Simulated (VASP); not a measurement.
# Au (P-1) in VASP: further runs

Au is run at these levels: RPBE+D4+U; tasks: single point.

Program: VASP 6.6.1. These are calculated values, not measurements. Logs are shortened: lines on timing, memory, paths and dates and some standing lists are left out, and cuts for length are marked.

**1. The cell of the first run**

The typed cell holds 1 atom: a = 2.824 Å, b = 2.864 Å, c = 2.850 Å, α = 58.75°, β = 60.38°, γ = 59.97°.

**2. Single point, RPBE+D4+U, collinear spin (16.18 Å³/atom)**

Contents of INCAR:

```
SYSTEM = Au
ALGO = Normal
EDIFF = 1E-6
ENCUT = 520
GGA = RP
ISIF = 2
ISMEAR = -1
ISPIN = 2
IVDW = 13
LASPH = .True.
LCHARG = .True.
LDAU = .True.
LDAUJ = 0
LDAUL = 2
LDAUPRINT = 1
LDAUTYPE = 2
LDAUU = 3
LELF = .True.
LMAXMIX = 4
LORBIT = 11
LREAL = .False.
LVHAR = .True.
LWAVE = .False.
MAGMOM = 2
NBANDS = 16
NELM = 150
NUPDOWN = 2.0
PREC = Accurate
SIGMA = 0.02
```

Contents of KPOINTS:

```
k-points
0
Gamma
  11 11 11
  0 0 0
```

Contents of POSCAR:

```
Au
1.0
    0.0060441926      1.9884801604      2.0057692936
    2.0478921958      0.0100907533      2.0017227328
    2.0466127250      1.9831541288      0.0113702241
Au
1
Direct
   -0.0089470000      0.0054120000     -0.0062730000
```

Potentials or basis: VASP PAW PBE potentials, release 64 (Au).

Started as:

```console
> cat potpaw_PBE.64/Au/POTCAR > POTCAR
> mpirun -np 1 vasp_std > vasp.out
```

OUTCAR:

```text
SYSTEM = Au
   EDIFF = 1E-6
   ENCUT = 520
   GGA = RP
   ISIF = 2
   ISMEAR = -1
   ISPIN = 2
   IVDW = 13
   LASPH = .True.
   LORBIT = 11
   LREAL = .False.
   NELM = 150
   NUPDOWN = 2.0
   PREC = Accurate

 ion  position               nearest neighbor table
   1  0.991  0.005  0.994-

  LATTYP: Found a triclinic cell.
 ALAT       =     2.8243938004
 B/A-ratio  =     1.4026289105
 C/A-ratio  =     1.0102503040
 COS(alpha) =     0.0037265343
 COS(beta)  =     0.4961629084
 COS(gamma) =     0.7067982314

  Lattice vectors:

 A1 = (   0.0060441926,   1.9884801604,   2.0057692936)
 A2 = (   0.0047647218,   3.9615435359,   0.0154167849)
 A3 = (  -2.0405685324,   0.0053260316,   1.9943990695)

Analysis of symmetry for initial positions (statically):
=====================================================================
 Subroutine PRICEL returns:
 Original cell was already a primitive cell.

 Routine SETGRP: Setting up the symmetry group for a
 triclinic supercell.

 Subroutine GETGRP returns: Found  2 space group operations
 (whereof  1 operations were pure point group operations)
 out of a pool of  2 trial point group operations.

The static configuration has the point symmetry C_1 .
 The point group associated with its full space group is S_2 .

Analysis of symmetry for dynamics (positions and initial velocities):
=====================================================================
 Subroutine PRICEL returns:
 Original cell was already a primitive cell.

 Routine SETGRP: Setting up the symmetry group for a
 triclinic supercell.

 Subroutine GETGRP returns: Found  2 space group operations
 (whereof  1 operations were pure point group operations)
 out of a pool of  2 trial point group operations.

The dynamic configuration has the point symmetry C_1 .
 The point group associated with its full space group is S_2 .

Analysis of structural, dynamic, and magnetic symmetry:
[... 166 lines left out ...]
  0.6648 -0.0007 -0.0019 -0.0011  0.0003
 -0.0007  0.6513  0.0028 -0.0004 -0.0046
 -0.0019  0.0028  0.8498  0.0010  0.0066
 -0.0011 -0.0004  0.0010  0.6690  0.0023
  0.0003 -0.0046  0.0066  0.0023  0.8468

 occupancies and eigenvectors

  o =  0.6511  v =  0.0000  0.0000  0.0000  0.0000  0.0000  0.0483  0.9982 -0.0145  0.0223  0.0238      0.0000  0.0000  0.0000  0.0000  0.0000  0.0000  0.0000  0.0000  0.0000  0.0000
  o =  0.6645  v =  0.0000  0.0000  0.0000  0.0000  0.0000  0.9683 -0.0520  0.0094  0.2442 -0.0063      0.0000  0.0000  0.0000  0.0000  0.0000  0.0000  0.0000  0.0000  0.0000  0.0000
  o =  0.6692  v =  0.0000  0.0000  0.0000  0.0000  0.0000  0.2450  0.0096  0.0073 -0.9694  0.0121      0.0000  0.0000  0.0000  0.0000  0.0000  0.0000  0.0000  0.0000  0.0000  0.0000
  o =  0.8417  v =  0.0000  0.0000  0.0000  0.0000  0.0000  0.0079 -0.0281 -0.6259  0.0068  0.7794      0.0000  0.0000  0.0000  0.0000  0.0000  0.0000  0.0000  0.0000  0.0000  0.0000
  o =  0.8551  v =  0.0000  0.0000  0.0000  0.0000  0.0000 -0.0067 -0.0035  0.7797  0.0119  0.6260      0.0000  0.0000  0.0000  0.0000  0.0000  0.0000  0.0000  0.0000  0.0000  0.0000
  o =  0.9399  v =  0.0021  0.0108 -0.8038 -0.0044 -0.5947  0.0000  0.0000  0.0000  0.0000  0.0000      0.0000  0.0000  0.0000  0.0000  0.0000  0.0000  0.0000  0.0000  0.0000  0.0000
  o =  0.9427  v =  0.0031  0.0155  0.5948  0.0037 -0.8037  0.0000  0.0000  0.0000  0.0000  0.0000      0.0000  0.0000  0.0000  0.0000  0.0000  0.0000  0.0000  0.0000  0.0000  0.0000
  o =  0.9561  v =  0.4830 -0.0228  0.0050 -0.8753  0.0011  0.0000  0.0000  0.0000  0.0000  0.0000      0.0000  0.0000  0.0000  0.0000  0.0000  0.0000  0.0000  0.0000  0.0000  0.0000
  o =  0.9566  v =  0.8737 -0.0532 -0.0028  0.4835  0.0024  0.0000  0.0000  0.0000  0.0000  0.0000      0.0000  0.0000  0.0000  0.0000  0.0000  0.0000  0.0000  0.0000  0.0000  0.0000
  o =  0.9582  v = -0.0575 -0.9981  0.0006 -0.0058 -0.0191  0.0000  0.0000  0.0000  0.0000  0.0000      0.0000  0.0000  0.0000  0.0000  0.0000  0.0000  0.0000  0.0000  0.0000  0.0000

 number of electron      11.0000000 magnetization       2.0000000

 Free energy of the ion-electron system (eV)
  ---------------------------------------------------
  ext. energy  EPLUGINS =         0.00000000
  ---------------------------------------------------
  free energy    TOTEN  =         4.48855751 eV

  energy without entropy =        4.49033959  energy(sigma->0) =        4.48944855

 E-fermi :   7.2782     XC(G=0): -13.0019

 val. band max:       16.5881652767   @ k =   0.1818  -0.4545   0.4545
 cond. band min:       7.2794254096   @ k =   0.4545   0.0909   0.2727
 fundamental gap:     -9.3087398671
 Fermi energy:        16.5913321813

 spin component 1

 k-point     1 :       0.0000    0.0000    0.0000
  band No.  band energies     occupation
      1      -0.4950      1.00000
      2       2.9080      1.00000
      3       3.1405      1.00000
      4       3.2498      1.00000
      5       4.7124      1.00000
      6       5.0275      1.00000
[... 895 lines left out ...]
      5       7.6506      0.00000
      6      12.5677      0.00000
[... 8 lines left out ...]
     15      45.1948      0.00000
     16      45.8001      0.00000

 [... further k-points ...]

------------------------ aborting loop because EDIFF is reached ----------------------------------------

  DFT-D4 for vdW energy calculation

  Edisp (eV):   -1.36858

  FORCE on cell =-STRESS in cart. coord.  units (eV):
  Direction    XX          YY          ZZ          XY          YZ          ZX
  --------------------------------------------------------------------------------------
  -------------------------------------------------------------------------------------
  Total       4.59286     4.59625     4.62777    -0.00056    -0.01790     0.01532
  in kB     454.77806   455.11313   458.23497    -0.05500    -1.77210     1.51685
  external pressure =      456.04 kB  Pullay stress =        0.00 kB

 VOLUME and BASIS-vectors are now :
 -----------------------------------------------------------------------------
  energy-cutoff  :      520.00
  volume of cell :       16.18
      direct lattice vectors                 reciprocal lattice vectors
     0.006044193  1.988480160  2.005769294    -0.245331546  0.251750115  0.249721004
     2.047892196  0.010090753  2.001722733     0.244437279 -0.253696769  0.250773390
     2.046612725  1.983154129  0.011370224     0.244746663  0.253111886 -0.251667658

 POSITION                                       TOTAL-FORCE (eV/Angst)
 -----------------------------------------------------------------------------------
      2.05085      3.94146      2.00996         0.000000      0.000000     -0.000000
 -----------------------------------------------------------------------------------
    total drift:                                0.000001     -0.000002      0.000000

  FREE ENERGIE OF THE ION-ELECTRON SYSTEM (eV)
  ---------------------------------------------------
  free  energy   TOTEN  =         3.1199804276 eV

  energy  without entropy=        3.1217625129  energy(sigma->0) =        3.12087147

 total charge

# of ion       s       p       d       tot
------------------------------------------
    1        0.743   0.549   8.394   9.686

 magnetization (x)

# of ion       s       p       d       tot
------------------------------------------
    1        0.318   0.306   1.068   1.691
```

OSZICAR:

```text
N       E                     dE             d eps       ncg     rms          rms(c)
DAV:   1     0.612084770884E+02    0.61208E+02   -0.53119E+03 43048   0.620E+02
DAV:   2     0.491554598586E+01   -0.56293E+02   -0.54020E+02 57792   0.171E+02
DAV:   3     0.397187808408E+01   -0.94367E+00   -0.94133E+00 54984   0.200E+01
DAV:   4     0.396873880966E+01   -0.31393E-02   -0.31392E-02 54512   0.129E+00
DAV:   5     0.396871879654E+01   -0.20013E-04   -0.20014E-04 55784   0.927E-02    0.224E+01
DAV:   6     0.444777209264E+01    0.47905E+00   -0.15002E+00 59264   0.768E+00    0.131E+01
DAV:   7     0.448718895751E+01    0.39417E-01   -0.96382E-02 61712   0.230E+00    0.888E+00
DAV:   8     0.448777084347E+01    0.58189E-03   -0.33168E-02 61400   0.118E+00    0.298E+00
DAV:   9     0.448884562679E+01    0.10748E-02   -0.89787E-03 49752   0.517E-01    0.385E-01
DAV:  10     0.448863038284E+01   -0.21524E-03   -0.21410E-04 57904   0.103E-01    0.852E-02
DAV:  11     0.448858606728E+01   -0.44316E-04   -0.33125E-05 54424   0.273E-02    0.382E-02
DAV:  12     0.448855889309E+01   -0.27174E-04   -0.40400E-05 53400   0.289E-02    0.165E-02
DAV:  13     0.448855749707E+01   -0.13960E-05   -0.18689E-06 52120   0.827E-03    0.361E-03
DAV:  14     0.448855750860E+01    0.11531E-07   -0.16196E-07 30640   0.217E-03
   1 F= 0.31199804E+01 E0= 0.31208715E+01  d E =-.178209E-02  mag=     2.0000
```

Run time: 7.8 min. Hardware: 1 thread of Oxide Virtual Turin-like, shared host; peak memory 0.32 GiB.

Results:

- Free energy: 3.1200 eV
- Pressure: 45.6 GPa
- Net moment: 2.00 μB per cell
- Site moments: Au +1.69 μB
- Valence electrons inside the program's atomic spheres: Au 9.69
- Dispersion energy per atom: -1.369 eV

Eigenvalues of the final occupation matrices:
| site | spin | trace | eigenvalues |
| --- | --- | --- | --- |
| site 1 d | 1 | 4.75 | 0.94 0.94 0.96 0.96 0.96 |
| site 1 d | 2 | 3.68 | 0.65 0.66 0.67 0.84 0.86 |

Caveat: the cell stands under pressure; the dispersion term is far too large for a dense solid, which distorts pressure and volume; the PAW data sets were made with another functional, which shifts forces and pressure a little; spin-orbit coupling is left out, which moves the levels of the heavy elements; the total moment is fixed, so each spin has its own Fermi level and the state may be an excited one; the U is typed as a test and isn't derived for this compound.

**3. Single point, RPBE+D4+U, collinear spin (16.52 Å³/atom)**

This run uses another cell than the first one, of 16.52 Å³/atom.

Contents of INCAR:

```
  ALGO = Normal
  EDIFF = 1E-6
  ENCUT = 520
  GGA = RP
  ISIF = 2
  ISMEAR = -1
  ISPIN = 2
  IVDW = 13
  LASPH = T
  LCHARG = T
  LDAU = T
  LDAUJ = 0
  LDAUL = 2
  LDAUPRINT = 1
  LDAUTYPE = 2
  LDAUU = 3
  LELF = T
  LMAXMIX = 4
  LORBIT = 11
  LREAL = F
  LVHAR = T
  LWAVE = F
  MAGMOM = 2
  NBANDS = 16
  NELM = 150
  NUPDOWN = 2.0
  PREC = Accurate
  SIGMA = 0.02
```

Contents of KPOINTS:

```
k-points
0
Gamma
  11 11 11
```

Contents of POSCAR:

```
Au
1.0
    0.0060858780      2.0021942501      2.0196026224
    2.0620160366      0.0101603469      2.0155281534
    2.0607277415      1.9968314861      0.0114486420
Au
1
Direct
   -0.0089470000      0.0054120000     -0.0062730000
```

Potentials or basis: VASP PAW PBE potentials, release 64 (Au).

Started as:

```console
> cat potpaw_PBE.64/Au/POTCAR > POTCAR
> mpirun -np 1 vasp_std > vasp.out
```

It took 4.2 min on 1 thread of Oxide Virtual Turin-like, shared host; peak memory 0.32 GiB.

The run converged. Its results:

- Free energy: 3.0295 eV
- Pressure: 40.1 GPa
- Net moment: 2.00 μB per cell
- Site moments: Au +1.68 μB
- Valence electrons inside the program's atomic spheres: Au 9.65
- Dispersion energy per atom: -1.343 eV

Stress tensor (GPa, compression positive):
```
40.00  0.03  0.15
 0.03 39.88 -0.11
 0.15 -0.11 40.39
```

Eigenvalues of the final occupation matrices:
| site | spin | trace | eigenvalues |
| --- | --- | --- | --- |
| site 1 d | 1 | 4.75 | 0.94 0.94 0.95 0.95 0.96 |
| site 1 d | 2 | 3.69 | 0.65 0.66 0.67 0.84 0.86 |

Caveat: the cell stands under pressure; the dispersion term is far too large for a dense solid, which distorts pressure and volume; the PAW data sets were made with another functional, which shifts forces and pressure a little; spin-orbit coupling is left out, which moves the levels of the heavy elements; the total moment is fixed, so each spin has its own Fermi level and the state may be an excited one; the U is typed as a test and isn't derived for this compound.

**4. Single point, RPBE+D4+U, collinear spin (16.85 Å³/atom)**

This run uses another cell than the first one, of 16.85 Å³/atom.

Contents of INCAR:

```
SYSTEM = Au
ALGO = Normal
EDIFF = 1E-6
ENCUT = 520
GGA = RP
ISIF = 2
ISMEAR = -1
ISPIN = 2
IVDW = 13
LASPH = .True.
LCHARG = .True.
LDAU = .True.
LDAUJ = 0
LDAUL = 2
LDAUPRINT = 1
LDAUTYPE = 2
LDAUU = 3
LELF = .True.
LMAXMIX = 4
LORBIT = 11
LREAL = .False.
LVHAR = .True.
LWAVE = .False.
MAGMOM = 2
NBANDS = 16
NELM = 150
NUPDOWN = 2.0
PREC = Accurate
SIGMA = 0.02
```

Contents of KPOINTS:

```
k-points
0
Gamma
  11 11 11
  0 0 0
```

Contents of POSCAR:

```
Au
1.0
    0.0061270000      2.0157230000      2.0332490000
    2.0759490000      0.0102290000      2.0291470000
    2.0746520000      2.0103240000      0.0115260000
Au
1
Direct
   -0.0089470000      0.0054120000     -0.0062730000
```

Potentials or basis: VASP PAW PBE potentials, release 64 (Au).

Started as:

```console
> cat potpaw_PBE.64/Au/POTCAR > POTCAR
> mpirun -np 1 vasp_std > vasp.out
```

OUTCAR:

```text
SYSTEM = Au
   EDIFF = 1E-6
   ENCUT = 520
   GGA = RP
   ISIF = 2
   ISMEAR = -1
   ISPIN = 2
   IVDW = 13
   LASPH = .True.
   LORBIT = 11
   LREAL = .False.
   NELM = 150
   NUPDOWN = 2.0
   PREC = Accurate

 ion  position               nearest neighbor table
   1  0.991  0.005  0.994-

  LATTYP: Found a triclinic cell.
 ALAT       =     2.8630889348
 B/A-ratio  =     1.4026289106
[... 1171 lines left out ...]
  Direction    XX          YY          ZZ          XY          YZ          ZX
  --------------------------------------------------------------------------------------
  -------------------------------------------------------------------------------------
  Total       3.70344     3.67649     3.72997     0.00754    -0.00741     0.01547
  in kB     352.04054   349.47840   354.56212     0.71673    -0.70465     1.47031
  external pressure =      352.03 kB  Pullay stress =        0.00 kB

 VOLUME and BASIS-vectors are now :
 -----------------------------------------------------------------------------
  energy-cutoff  :      520.00
  volume of cell :       16.85
      direct lattice vectors                 reciprocal lattice vectors
     0.006127000  2.015723000  2.033249000    -0.242015849  0.248347670  0.246345982
     2.075949000  0.010229000  2.029147000     0.241133667 -0.250268014  0.247384145
     2.074652000  2.010324000  0.011526000     0.241438871  0.249691036 -0.248266326

 POSITION                                       TOTAL-FORCE (eV/Angst)
 -----------------------------------------------------------------------------------
      2.07894      3.99546      2.03749        -0.000000      0.000000      0.000000
 -----------------------------------------------------------------------------------
    total drift:                               -0.000001      0.000002      0.000001

  FREE ENERGIE OF THE ION-ELECTRON SYSTEM (eV)
  ---------------------------------------------------
  free  energy   TOTEN  =         2.9500055398 eV

  energy  without entropy=        2.9518608041  energy(sigma->0) =        2.95093317

 total charge

# of ion       s       p       d       tot
------------------------------------------
    1        0.727   0.509   8.391   9.626

 magnetization (x)

# of ion       s       p       d       tot
------------------------------------------
    1        0.322   0.295   1.045   1.662
```

Wall time 3.7 min (1 thread of Oxide Virtual Turin-like, shared host); peak memory 0.33 GiB.

Results:

* Free energy: 2.9500 eV
* Pressure: 35.2 GPa
* Net moment: 2.00 μB per cell
* Site moments: Au +1.66 μB
* Valence electrons inside the program's atomic spheres: Au 9.63
* Dispersion energy per atom: -1.318 eV

Stress tensor (GPa, compression positive):
```
35.20  0.07  0.15
 0.07 34.95 -0.07
 0.15 -0.07 35.46
```

Eigenvalues of the final occupation matrices:
```csv
site,spin,trace,eigenvalues
site 1 d,1,4.74,0.94 0.94 0.95 0.95 0.95
site 1 d,2,3.69,0.65 0.66 0.67 0.85 0.86
```

Caveat: the cell stands under pressure; the dispersion term is far too large for a dense solid, which distorts pressure and volume; the PAW data sets were made with another functional, which shifts forces and pressure a little; spin-orbit coupling is left out, which moves the levels of the heavy elements; the total moment is fixed, so each spin has its own Fermi level and the state may be an excited one; the U is typed as a test and isn't derived for this compound.

**5. The runs side by side**

| cell | pressure (GPa) | moment (μB) |
| --- | --- | --- |
| a = 2.824, b = 2.864, c = 2.850 Å, angles 58.7, 60.4, 60.0°, 1 atom | 45.6 | 2.00 |
| a = 2.844, b = 2.883, c = 2.870 Å, angles 58.7, 60.4, 60.0°, 1 atom | 40.1 | 2.00 |
| a = 2.863, b = 2.903, c = 2.889 Å, angles 58.7, 60.4, 60.0°, 1 atom | 35.2 | 2.00 |

Alike in all rows: task single point; level RPBE+D4+U; potentials or basis VASP PAW PBE potentials, release 64 (Au); spin collinear; Au d U = 3.0 eV; fixed moment (μB) 2.0; k mesh 11 × 11 × 11; cutoff (eV) 520; smearing fermi-dirac 0.02 eV.

Caveats: the cell stands under pressure; the dispersion term is far too large for a dense solid, which distorts pressure and volume; the PAW data sets were made with another functional, which shifts forces and pressure a little; spin-orbit coupling is left out, which moves the levels of the heavy elements; the total moment is fixed, so each spin has its own Fermi level and the state may be an excited one; the U is typed as a test and isn't derived for this compound.

Absolute energies hang on the potentials; compare differences alone.
